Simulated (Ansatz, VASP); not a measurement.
## Rb: VASP beside Ansatz

The input INCAR:

```
ALGO = Normal
EDIFF = 1E-6
ENCUT = 520
GGA = PE
ISIF = 2
ISMEAR = -1
LASPH = T
LCHARG = F
LREAL = F
LWAVE = F
NBANDS = 26
NELM = 60
PREC = Accurate
SIGMA = 0.05
```

KPOINTS

```
k-points
0
Gamma
  6 6 4
```

File POSCAR:

```
Rb
1.0
    4.4219115804      0.0000000000      0.0000000000
   -2.2109557902      3.8294877619      0.0000000000
    0.0000000000      0.0000000000     14.0506796827
Rb
4
Direct
    0.0000000000      0.0000000000      0.0000000000
    0.0000000000      0.0000000000      0.5000000000
    0.3333333333      0.6666666667      0.2500000000
    0.6666666667      0.3333333333      0.7500000000
```

Input for Ansatz:

```yaml
crystal:
  lattice:
    - [4.4219115804, 0.0, 0.0]
    - [-2.2109557902, 3.8294877619, 0.0]
    - [0.0, 0.0, 14.0506796827]
  atoms:
    - { symbol: Rb, position: [0.0, 0.0, 0.0] }
    - { symbol: Rb, position: [0.0, 0.0, 0.5] }
    - { symbol: Rb, position: [0.3333333333, 0.6666666667, 0.25] }
    - { symbol: Rb, position: [0.6666666667, 0.3333333333, 0.75] }
kpoints:
  mp_grid: { grid: [6, 6, 4] }
scf:
  occupations: { method: fermi_dirac, width: 0.05 }
hamiltonian:
  xc: pbe
  pseudopotentials: { kind: all_electron, lapw: { basis_error: 0.001 } }
output:
  forces: true
  stress: true
  eigenvalues: true
  populations: true
```

Change from the starting cell: volume scaled by 0.65, LAPW.

Alike in both runs: task single point; functional PBE; k mesh 6 × 6 × 4; occupations fermi-dirac, width 0.05 eV; no spin polarisation.

```csv
,VASP,Ansatz
version,VASP 6.6.1,Ansatz 0.2.0
potentials or method,"VASP PAW PBE potentials, release 64 (Rb_sv), cutoff 520 eV","all-electron LAPW, scalar-relativistic"
```

```csv
,VASP,Ansatz,Ansatz less VASP
pressure (GPa),2.7,2.7,0.00
```

Ansatz ran all-electron here, and VASP with PAW potentials.
